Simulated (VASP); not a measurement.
# KMgF3 in VASP: further runs, part 2 of 2

VASP 6.6.1.

### Step 4. Single point, PBEsol (uniaxial strain along a: -4.5 %, then relaxed in part)

INCAR reads:

```
SYSTEM = KMgF3
PREC = Accurate ; ENCUT = 600
EDIFF = 1E-6 ; ISMEAR = 0
SIGMA = 0.02 ; LREAL = .False.
LASPH = .True. ; NELM = 120
ALGO = Normal ; ISIF = 2
LWAVE = .False. ; LCHARG = .False.
GGA = PS ; NBANDS = 24
GGA_COMPAT = .False.
```

KPOINTS reads:

```
Automatic mesh
0
Gamma
  6 6 6
  0 0 0
```

POSCAR reads:

```
KMgF3
1.0
    3.8116473583      0.0000000000      0.0000000000
    0.0000000000      4.0351019472      0.0000000000
    0.0000000000      0.0000000000      4.0351019472
K Mg F
1 1 3
Direct
    0.5000000000      0.5000000000      0.5000000000
    0.0000000000      0.0000000000      0.0000000000
    0.0000000000      0.5000000000      0.0000000000
    0.0000000000      0.0000000000      0.5000000000
    0.5000000000      0.0000000000      0.0000000000
```

Potentials or basis: VASP PAW PBE potentials, release 64 (K_sv, Mg, F).

Started as:

```bash
cat potpaw_PBE.64/K_sv/POTCAR potpaw_PBE.64/Mg/POTCAR potpaw_PBE.64/F/POTCAR > POTCAR
mpirun -np 1 vasp_std > vasp.out
```

OUTCAR:

```text
SYSTEM = KMgF3
   PREC = Accurate
   ENCUT = 600
   EDIFF = 1E-6
   ISMEAR = 0
   LREAL = .False.
   LASPH = .True.
   NELM = 120
   ISIF = 2
   GGA = PS

 ion  position               nearest neighbor table
   1  0.500  0.500  0.500-   3 2.78   4 2.78   3 2.78   4 2.78   3 2.78   4 2.78   3 2.78   4 2.78
                             5 2.85   5 2.85   5 2.85   5 2.85   2 3.43   2 3.43   2 3.43   2 3.43
   2  0.000  0.000  0.000-   5 1.91   5 1.91   3 2.02   4 2.02   3 2.02   4 2.02   1 3.43   1 3.43
                             1 3.43   1 3.43   1 3.43   1 3.43   1 3.43   1 3.43
[... 856 lines left out ...]
  -------------------------------------------------------------------------------------
  Total        2.4742857     -0.1786937     -0.1786937      0.0000000      0.0000000      0.0000000
  in kB       63.8761449     -4.6131563     -4.6131563      0.0000000      0.0000000      0.0000000
  external PRESSURE =      18.2166108 kB  Pullay stress =       0.0000000 kB

 VOLUME and BASIS-vectors are now :
 -----------------------------------------------------------------------------
  energy-cutoff  :      600.00
  volume of cell :       62.06
      direct lattice vectors                 reciprocal lattice vectors
     3.811647358  0.000000000  0.000000000     0.262353756  0.000000000  0.000000000
     0.000000000  4.035101947  0.000000000     0.000000000  0.247825213  0.000000000
     0.000000000  0.000000000  4.035101947     0.000000000  0.000000000  0.247825213

 POSITION                                       TOTAL-FORCE (eV/Angst)
 -----------------------------------------------------------------------------------
      1.90582      2.01755      2.01755         0.000000      0.000000      0.000000
      0.00000      0.00000      0.00000         0.000000      0.000000      0.000000
      0.00000      2.01755      0.00000         0.000000      0.000000      0.000000
      0.00000      0.00000      2.01755         0.000000      0.000000      0.000000
      1.90582      0.00000      0.00000         0.000000      0.000000      0.000000
 -----------------------------------------------------------------------------------
    total drift:                                0.000000     -0.000000      0.000000

  FREE ENERGIE OF THE ION-ELECTRON SYSTEM (eV)
  ---------------------------------------------------
  free  energy   TOTEN  =       -25.2133141329 eV

  energy  without entropy=      -25.2133141329  energy(sigma->0) =      -25.21331413
```

OSZICAR:

```text
N       E                     dE             d eps       ncg     rms          rms(c)
DAV:   1     0.235567820197E+03    0.23557E+03   -0.18915E+04  2008   0.144E+03
DAV:   2    -0.143752479966E+02   -0.24994E+03   -0.24001E+03  2376   0.358E+02
DAV:   3    -0.265035759130E+02   -0.12128E+02   -0.12050E+02  2736   0.737E+01
DAV:   4    -0.270890496006E+02   -0.58547E+00   -0.58530E+00  2584   0.970E+00
DAV:   5    -0.270923077514E+02   -0.32582E-02   -0.32581E-02  2592   0.835E-01    0.819E+00
DAV:   6    -0.252462470301E+02    0.18461E+01   -0.57392E+00  2224   0.176E+01    0.418E+00
DAV:   7    -0.252236811059E+02    0.22566E-01   -0.21346E-01  2328   0.281E+00    0.247E+00
DAV:   8    -0.252134992161E+02    0.10182E-01   -0.64470E-02  2384   0.236E+00    0.292E-01
DAV:   9    -0.252131562206E+02    0.34300E-03   -0.12498E-02  2544   0.791E-01    0.146E-01
DAV:  10    -0.252133206837E+02   -0.16446E-03   -0.76425E-04  2296   0.189E-01    0.112E-01
DAV:  11    -0.252133181305E+02    0.25532E-05   -0.63001E-05  2520   0.636E-02    0.576E-02
DAV:  12    -0.252133139476E+02    0.41829E-05   -0.63284E-05  2248   0.589E-02    0.557E-03
DAV:  13    -0.252133141329E+02   -0.18534E-06   -0.21935E-06  2144   0.966E-03
   1 F= -.25213314E+02 E0= -.25213314E+02  d E =-.108027E-27
```

stdout:

```text
POSCAR found type information on POSCAR K MgF
 POSCAR found :  3 types and       5 ions
 scaLAPACK will be used
 -----------------------------------------------------------------------------
|                                                                             |
|                                                                             |
|     You enforced a specific xc type in the INCAR file but a different       |
|     I HOPE YOU KNOW WHAT YOU ARE DOING!                                     |
|                                                                             |
 -----------------------------------------------------------------------------

 LDA part: xc-table for (Slater+PW92), standard interpolation
 POSCAR, INCAR and KPOINTS ok, starting setup
 FFT: planning ... GRIDC
 FFT: planning ... GRID_SOFT
 FFT: planning ... GRID
 WAVECAR not read
 entering main loop
```

Wall time 35 s (1 thread of AMD EPYC 9R45 (Zen 5), shared host); peak memory 0.19 GiB.

Results:

```yaml
Free_energy: -25.2133 eV
Pressure: 1.8 GPa
Band_gap_on_the_k_mesh: 7.25 eV (least direct gap 7.58 eV)
```

Caveat: the cell differs from its parent crystal (uniaxial strain along a: -4.5 %, then relaxed in part); the stress differs along the axes, from -0 to 6 GPa; the PAW data sets were made with another functional, which shifts forces and pressure a little. A k mesh can miss the band edges.

### Step 5. Single point, PBEsol (uniaxial strain along a: -4.5 %)

INCAR reads:

```
SYSTEM = KMgF3
  ALGO = Normal
  EDIFF = 1E-6
  ENCUT = 600
  GGA = PS
  GGA_COMPAT = .FALSE.
  ISIF = 2
  ISMEAR = 0
  LASPH = .TRUE.
  LCHARG = .TRUE.
  LELF = .TRUE.
  LREAL = .FALSE.
  LVHAR = .TRUE.
  LWAVE = .FALSE.
  NBANDS = 24
  NELM = 120
  PREC = Accurate
  SIGMA = 0.02
```

KPOINTS reads:

```
k-points
0
G
  6 6 6
  0 0 0
```

POSCAR, as its differences from that of step 4:

```diff
@@ -3,4 +3,4 @@
     3.8116473583      0.0000000000      0.0000000000
-    0.0000000000      4.0351019472      0.0000000000
-    0.0000000000      0.0000000000      4.0351019472
+    0.0000000000      4.0361553833      0.0000000000
+    0.0000000000      0.0000000000      4.0361553833
 K Mg F
```

Potentials or basis: VASP PAW PBE potentials, release 64 (K_sv, Mg, F).

Started as:

```bash
cat potpaw_PBE.64/K_sv/POTCAR potpaw_PBE.64/Mg/POTCAR potpaw_PBE.64/F/POTCAR > POTCAR
mpirun -np 1 vasp_std > vasp.out
```

OUTCAR:

```text
SYSTEM = KMgF3
   EDIFF = 1E-6
   ENCUT = 600
   GGA = PS
   ISIF = 2
   ISMEAR = 0
   LASPH = .TRUE.
   LREAL = .FALSE.
   NELM = 120
   PREC = Accurate

 ion  position               nearest neighbor table
   1  0.500  0.500  0.500-   3 2.78   4 2.78   3 2.78   4 2.78   3 2.78   4 2.78   3 2.78   4 2.78
                             5 2.85   5 2.85   5 2.85   5 2.85   2 3.43   2 3.43   2 3.43   2 3.43
   2  0.000  0.000  0.000-   5 1.91   5 1.91   3 2.02   4 2.02   3 2.02   4 2.02   1 3.43   1 3.43
                             1 3.43   1 3.43   1 3.43   1 3.43   1 3.43   1 3.43
   3  0.000  0.500  0.000-   2 2.02   2 2.02   1 2.78   1 2.78   1 2.78   1 2.78
   4  0.000  0.000  0.500-   2 2.02   2 2.02   1 2.78   1 2.78   1 2.78   1 2.78
   5  0.500  0.000  0.000-   2 1.91   2 1.91   1 2.85   1 2.85   1 2.85   1 2.85

  LATTYP: Found a simple tetragonal cell.
 ALAT       =     4.0361553833
 C/A-ratio  =     0.9443757726

  Lattice vectors:

 A1 = (   0.0000000000,   4.0361553833,   0.0000000000)
 A2 = (   0.0000000000,   0.0000000000,   4.0361553833)
 A3 = (   3.8116473583,   0.0000000000,   0.0000000000)

Analysis of symmetry for initial positions (statically):
=====================================================================
 Subroutine PRICEL returns:
 Original cell was already a primitive cell.

 Routine SETGRP: Setting up the symmetry group for a
 simple tetragonal supercell.

 Subroutine GETGRP returns: Found 16 space group operations
 (whereof 16 operations were pure point group operations)
 out of a pool of 16 trial point group operations.

The static configuration has the point symmetry D_4h.

Analysis of symmetry for dynamics (positions and initial velocities):
=====================================================================
 Subroutine PRICEL returns:
 Original cell was already a primitive cell.

 Routine SETGRP: Setting up the symmetry group for a
 simple tetragonal supercell.

 Subroutine GETGRP returns: Found 16 space group operations
 (whereof 16 operations were pure point group operations)
 out of a pool of 16 trial point group operations.
[... 129 lines left out ...]
  Fermi-wavevector in a.u.,A,eV,Ry     =   1.312528  2.480319 23.439171  1.722730
  Thomas-Fermi vector in A             =   2.442914
   LORBIT       =      0    0 simple, 1 ext, 2 COOP (PROOUT), +10 PAW based schemes
   GGA     = PS    functional components
   LHFCALC =     F    Hartree Fock is set to
   AEXX    =    0.0000 exact exchange contribution
   IVDW    =     0    specifies the selected vdW correction
   LEPSILON=     F    determine dielectric tensor
   LRPA    =     F    only Hartree local field effects (RPA)
 non-spin polarized calculation
 Gauss-broadening in eV      SIGMA  =   0.02
  energy-cutoff  :      600.00
  volume of cell :       62.09
 maximum number of plane-waves:      2104
   NGX = 15   NGY = 17   NGZ = 17

 number of electron      32.0000041 magnetization

 Free energy of the ion-electron system (eV)
  ---------------------------------------------------
  ext. energy  EPLUGINS =         0.00000000
  ---------------------------------------------------
  free energy    TOTEN  =       -25.21328101 eV

  energy without entropy =      -25.21328101  energy(sigma->0) =      -25.21328101

 E-fermi :  -1.4500     XC(G=0): -10.0450

 val. band max:       -1.5946134519   @ k =   0.5000   0.5000   0.5000
 cond. band min:       5.6539718530   @ k =   0.0000   0.0000   0.0000
 fundamental gap:      7.2485853049
 Fermi energy:        -1.4499560051

 k-point     1 :       0.0000    0.0000    0.0000
  band No.  band energies     occupation
      1     -27.0483      2.00000
      2     -21.7327      2.00000
      3     -21.0110      2.00000
      4     -20.9012      2.00000
      5     -10.6371      2.00000
      6     -10.6371      2.00000
[... 637 lines left out ...]
     23      13.2622      0.00000
     24      13.6722      0.00000

 [... further k-points ...]

------------------------ aborting loop because EDIFF is reached ----------------------------------------

  FORCE on cell =-STRESS in cart. coord.  units (eV):
  Direction    XX          YY          ZZ          XY          YZ          ZX
  --------------------------------------------------------------------------------------
  -------------------------------------------------------------------------------------
  Total        2.4652899     -0.1965459     -0.1965459      0.0000000      0.0000000     -0.0000000
  in kB       63.6106894     -5.0713781     -5.0713781      0.0000000      0.0000000     -0.0000000
  external PRESSURE =      17.8226444 kB  Pullay stress =       0.0000000 kB

 VOLUME and BASIS-vectors are now :
 -----------------------------------------------------------------------------
  energy-cutoff  :      600.00
  volume of cell :       62.09
      direct lattice vectors                 reciprocal lattice vectors
     3.811647358  0.000000000  0.000000000     0.262353756  0.000000000  0.000000000
     0.000000000  4.036155383  0.000000000     0.000000000  0.247760531  0.000000000
     0.000000000  0.000000000  4.036155383     0.000000000  0.000000000  0.247760531

 POSITION                                       TOTAL-FORCE (eV/Angst)
 -----------------------------------------------------------------------------------
      1.90582      2.01808      2.01808         0.000000      0.000000      0.000000
      0.00000      0.00000      0.00000         0.000000      0.000000      0.000000
      0.00000      2.01808      0.00000         0.000000      0.000000      0.000000
      0.00000      0.00000      2.01808         0.000000      0.000000      0.000000
      1.90582      0.00000      0.00000         0.000000      0.000000      0.000000
 -----------------------------------------------------------------------------------
    total drift:                                0.000000     -0.000000      0.000000

  FREE ENERGIE OF THE ION-ELECTRON SYSTEM (eV)
  ---------------------------------------------------
  free  energy   TOTEN  =       -25.2132810103 eV

  energy  without entropy=      -25.2132810103  energy(sigma->0) =      -25.21328101
```

stdout:

```text
POSCAR found type information on POSCAR K MgF
 POSCAR found :  3 types and       5 ions
 scaLAPACK will be used
 -----------------------------------------------------------------------------
|                                                                             |
|                                                                             |
|     You enforced a specific xc type in the INCAR file but a different       |
|     I HOPE YOU KNOW WHAT YOU ARE DOING!                                     |
|                                                                             |
 -----------------------------------------------------------------------------

 LDA part: xc-table for (Slater+PW92), standard interpolation
 POSCAR, INCAR and KPOINTS ok, starting setup
 FFT: planning ... GRIDC
 FFT: planning ... GRID_SOFT
 FFT: planning ... GRID
 WAVECAR not read
 entering main loop
```

It took 36 s on 1 thread of AMD EPYC 9R45 (Zen 5), shared host; peak memory 0.19 GiB.

Results:

| Item | Value |
| --- | --- |
| Free energy | -25.2133 eV |
| Pressure | 1.8 GPa |
| Band gap on the k mesh | 7.25 eV (least direct gap 7.58 eV) |

Levels at points of the mesh, in eV from the valence-band top:
| k point | band 14 | band 15 | band 16 | band 17 | band 18 | band 19 |
| --- | --- | --- | --- | --- | --- | --- |
| (0.00, 0.00, 0.00) | -0.33 | -0.33 | -0.33 | 7.25 | 9.83 | 10.09 |
| (0.50, 0.00, 0.00) | -0.92 | -0.56 | -0.56 | 10.23 | 10.54 | 11.34 |
| (0.00, 0.50, 0.00) | -0.78 | -0.56 | -0.55 | 9.98 | 10.42 | 10.91 |
| (0.50, 0.50, 0.00) | -0.85 | -0.85 | -0.03 | 10.91 | 11.78 | 12.61 |
| (0.00, 0.50, 0.50) | -0.97 | -0.97 | -0.08 | 10.86 | 11.44 | 12.46 |
| (0.50, 0.50, 0.50) | -0.05 | 0.00 | 0.00 | 10.35 | 10.35 | 10.37 |

Caveat: the cell differs from its parent crystal (uniaxial strain along a: -4.5 %); the stress differs along the axes, from -1 to 6 GPa; the PAW data sets were made with another functional, which shifts forces and pressure a little.

### Step 6. Summary

| cell | gap on the mesh (eV) | pressure (GPa) |
| --- | --- | --- |
| a = 3.991 Å, 5 atoms | 7.09 | -0.5 |
| a = 3.812, b = 4.035, c = 4.035 Å, 5 atoms | 7.25 | 1.8 |
| a = 3.812, b = 4.036, c = 4.036 Å, 5 atoms | 7.25 | 1.8 |

Alike in all rows: task single point; level PBEsol; potentials or basis VASP PAW PBE potentials, release 64 (K_sv, Mg, F); no spin polarisation; k mesh 6 × 6 × 6; cutoff (eV) 600; smearing gaussian 0.02 eV.

Caveats: the PAW data sets were made with another functional, which shifts forces and pressure a little; the stress differs along the axes, from -0 to 6 GPa (at least some runs); the stress differs along the axes, from -1 to 6 GPa (at least some runs).

Total energies depend on the potentials used, so only differences within one code and one set of settings carry meaning.
